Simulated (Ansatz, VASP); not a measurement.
**Two plane-wave programs on Bi**

The input INCAR:

```
SYSTEM = Bi
PREC     = Accurate       ! precision mode
ENCUT    = 520            ! plane-wave cutoff, eV
EDIFF    = 1E-8           ! SCF threshold, eV
ISMEAR   = -1             ! smearing method
SIGMA    = 0.05           ! smearing width, eV
LREAL    = .FALSE.        ! projectors in reciprocal space
LASPH    = .TRUE.         ! aspherical terms in the spheres
NELM     = 100            ! most SCF steps
ALGO     = Normal         ! electronic algorithm
ISIF     = 2              ! what is computed and relaxed
LWAVE    = .FALSE.        ! write WAVECAR
LCHARG   = .FALSE.        ! write CHGCAR
GGA      = PE             ! functional
LEFG     = .TRUE.       
NBANDS   = 22             ! bands
```

The input KPOINTS:

```
Automatic mesh
0
G
  9 9 13
  0 0 0
```

POSCAR

```
Bi
1.0
    3.4414490040     -3.0902406750      0.0000000000
    3.4414490040      3.0902406750      0.0000000000
   -1.2432027094      0.0000000000      3.0714698416
Bi
2
Direct
    0.2469390000      0.2469390000      0.1426180000
    0.7530610000      0.7530610000      0.8573820000
```

Input for Ansatz:

```yaml
crystal:
  lattice:
    - [3.441449004, -3.090240675, 0.0]
    - [3.441449004, 3.090240675, 0.0]
    - [-1.2432027094, 0.0, 3.0714698416]
  atoms:
    - { symbol: Bi, position: [0.246939, 0.246939, 0.142618] }
    - { symbol: Bi, position: [0.753061, 0.753061, 0.857382] }
kpoints:
  mp_grid: { grid: [9, 9, 13] }
scf:
  occupations: { method: fermi_dirac, width: 0.05 }
hamiltonian:
  xc: pbe
  pseudopotentials: { kind: paw }
output:
  forces: true
  stress: true
  eigenvalues: true
  efg: { contact_densities: true }
```

Change from the starting cell: functional pbe, volume scaled by 0.96, PAW files.

Alike in both runs: task electric field gradients; functional PBE; k mesh 9 × 9 × 13; occupations fermi-dirac, width 0.05 eV; no spin polarisation.

```csv
,VASP,Ansatz
version,VASP 6.6.1,Ansatz 0.2.0
potentials or method,"VASP PAW PBE potentials, release 64 (Bi_d)","PAW with Ansatz's default frozen-core files, scalar-relativistic"
plane-wave cutoff (eV),520,420
valence electrons in the cell,30,30
```

```tsv
	VASP	Ansatz	Ansatz less VASP
pressure (GPa)	2.2	2.2	+0.07
traceless stress, the component that is largest in VASP (GPa)	-0.08	-0.08	+0.003
rms of the force components (eV/Å)	0.011	0.009	-0.0012
size of Vzz on the site where it differs most (V/Å²)	107.6	113.5	+5.93
```

Atom by atom the forces differ by 0.001 eV/Å (rms over components).

Neither program's run includes spin-orbit coupling.
